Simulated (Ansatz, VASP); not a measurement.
## One calculation of In, two programs

File INCAR:

```
SYSTEM = In
PREC = Accurate
ENCUT = 520
EDIFF = 1E-6
ISMEAR = -1
SIGMA = 0.05
LREAL = .False.
LASPH = .True.
NELM = 100
ALGO = Normal
ISIF = 2
LWAVE = .False.
LCHARG = .True.
LELF = .True.
LVHAR = .True.
NBANDS = 12
```

The input KPOINTS:

```
regular mesh
0
Gamma
  14 14 14
  0 0 0
```

The input POSCAR:

```
In
1.0
    2.2422221037      0.0000000000      0.0000000000
    0.0000000000      2.2422221037      0.0000000000
    0.0000000000      0.0000000000      2.2422221037
In
1
Direct
    0.0000000000      0.0000000000      0.0000000000
```

Input for Ansatz:

```yaml
crystal:
  lattice:
    - [2.2422221037, 0.0, 0.0]
    - [0.0, 2.2422221037, 0.0]
    - [0.0, 0.0, 2.2422221037]
  atoms:
    - { symbol: In, position: [0.0, 0.0, 0.0] }
kpoints:
  mp_grid: { grid: [14, 14, 14] }
  band_path:
    path:
      - [0.0, 0.0, 0.0]
      - [0.0, 0.5, 0.0]
      - [0.5, 0.5, 0.0]
      - [0.0, 0.0, 0.0]
      - [0.5, 0.5, 0.5]
      - [0.0, 0.5, 0.0]
      - [0.5, 0.5, 0.5]
      - [0.5, 0.5, 0.0]
    npoints: 8
scf:
  occupations: { method: fermi_dirac, width: 0.05 }
hamiltonian:
  xc: lda
  pseudopotentials: { kind: paw }
output:
  forces: true
  stress: true
  eigenvalues: true
  populations: true
  dos: { projected: true, de: 0.2, e_range: [-14, 8] }
  write_density: true
  write_potential: true
  elf: true
  volumetric_format: npy
```

Change from the starting cell: volume scaled by 0.43, PAW files.

Alike in both runs: task single point; functional LDA; k mesh 14 × 14 × 14; occupations fermi-dirac, width 0.05 eV; no spin polarisation.

|  | VASP | Ansatz |
| --- | --- | --- |
| version | VASP 6.6.1 | Ansatz 0.2.0 |
| potentials or method | VASP PAW LDA potentials, release 64 (In_d) | PAW with Ansatz's default frozen-core files, scalar-relativistic |
| plane-wave cutoff (eV) | 520 | 420 |
| valence electrons in the cell | 13 | 13 |

|  | VASP | Ansatz | Ansatz less VASP |
| --- | --- | --- | --- |
| pressure (GPa) | 342.4 | 337.1 | -5.23 |

LDA's correlation is that of Perdew and Zunger in VASP and of Perdew and Wang (1992) in Ansatz. Both programs put the cell under a high pressure, so it lies far from rest at this level.

Noted on VASP's run: the cell as given lies far from equilibrium.
